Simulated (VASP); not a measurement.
Input of a VASP 6.6.1 run:

File INCAR:

```
PREC = Accurate
ENCUT = 520
EDIFF = 1E-7
ISMEAR = -1
SIGMA = 0.1
LREAL = False
LASPH = True
NELM = 60
ALGO = Normal
ISIF = 2
LWAVE = False
LCHARG = False
GGA = B5
ALDAX = 1.0
AGGAX = 1.0
AGGAC = 1.0
ALDAC = 0.0
NBANDS = 10
```

KPOINTS

```
regular mesh
0
Gamma
  14 14 14
```

POSCAR

```
K
1.0
   -2.7308714471      2.7308714471      2.7308714471
    2.7308714471     -2.7308714471      2.7308714471
    2.7308714471      2.7308714471     -2.7308714471
K
1
Direct
    0.0000000000      0.0000000000      0.0000000000
```

Potentials or basis: VASP PAW PBE potentials, release 64 (K_sv).

The run is started by

```bash
$ cat potpaw_PBE.64/K_sv/POTCAR > POTCAR
$ mpirun -np 1 vasp_std > vasp.out
```

(1) Predict the pressure.

(2) Predict the band gap on the k mesh.

Answers

(1) -0.2 GPa.

(2) zero (an odd number of electrons rules out a gap without spin polarisation).

Caveat: the PAW data sets were made with another functional, which shifts forces and pressure a little.
